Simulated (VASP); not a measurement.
A run of VASP 6.6.1:

Contents of INCAR:

```
PREC = Accurate
ENCUT = 520
EDIFF = 1E-6
ISMEAR = -1
SIGMA = 0.05
LREAL = False
LASPH = True
NELM = 100
ALGO = Normal
ISIF = 2
LWAVE = False
LCHARG = False
GGA = B5
ALDAX = 1.0
AGGAX = 1.0
AGGAC = 1.0
ALDAC = 0.0
IVDW = 13
VDW_S6 = 1.0
VDW_S8 = 2.34076671
VDW_A1 = 0.44488865
VDW_A2 = 4.0933009
NBANDS = 10
```

The input KPOINTS:

```
regular mesh
0
Gamma
  12 12 12
```

POSCAR

```
Ir
1.0
    0.0000000000      1.9304013679      1.9304013679
    1.9304013679      0.0000000000      1.9304013679
    1.9304013679      1.9304013679      0.0000000000
Ir
1
Direct
    0.0000000000      0.0000000000      0.0000000000
```

Potentials or basis: VASP PAW PBE potentials, release 64 (Ir).

Command:

```sh
$ cat potpaw_PBE.64/Ir/POTCAR > POTCAR
$ mpirun -np 1 vasp_std > vasp.out
```

Hardware: 1 thread of AMD EPYC 7R13, on a shared host.

Problem. How long does it take, and how much memory?

Solution. Wall time 22 s on 1 thread of AMD EPYC 7R13, with other jobs on the host, peak memory 0.1 GiB. Counts: scf iterations 12, k points 72.
